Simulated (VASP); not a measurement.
A run of VASP 6.6.1:

Contents of INCAR:

```
PREC = Accurate
ENCUT = 520
EDIFF = 1E-7
ISMEAR = 0
SIGMA = 0.023
LREAL = F
LASPH = T
NELM = 100
ALGO = Normal
ISIF = 2
LWAVE = F
LCHARG = F
GGA = PE
NBANDS = 16
```

The input KPOINTS:

```
regular mesh
0
Gamma
  9 9 8
```

The input POSCAR:

```
GaAs
1.0
    3.6064012100      0.0000000000      0.0000000000
   -1.8032006000      3.1232350600      0.0000000000
    0.0000000000      0.0000000000      3.5731941600
Ga As
1 1
Direct
    0.3333333300      0.6666666700      0.5000000000
    0.0000000000      0.0000000000      0.0000000000
```

Potentials or basis: VASP PAW PBE potentials, release 64 (Ga_d, As).

Launch:

```bash
$ cat potpaw_PBE.64/Ga_d/POTCAR potpaw_PBE.64/As/POTCAR > POTCAR
$ mpirun -np 1 vasp_std > vasp.out
```

Hardware: 1 thread of Intel Xeon 8259CL, with other jobs on the host.

Q: How long does it take, and how much memory?

A: Wall time 51 s on 1 thread of Intel Xeon 8259CL (shared host), peak memory 0.18 GiB. Counts: scf iterations 12, k points 60.
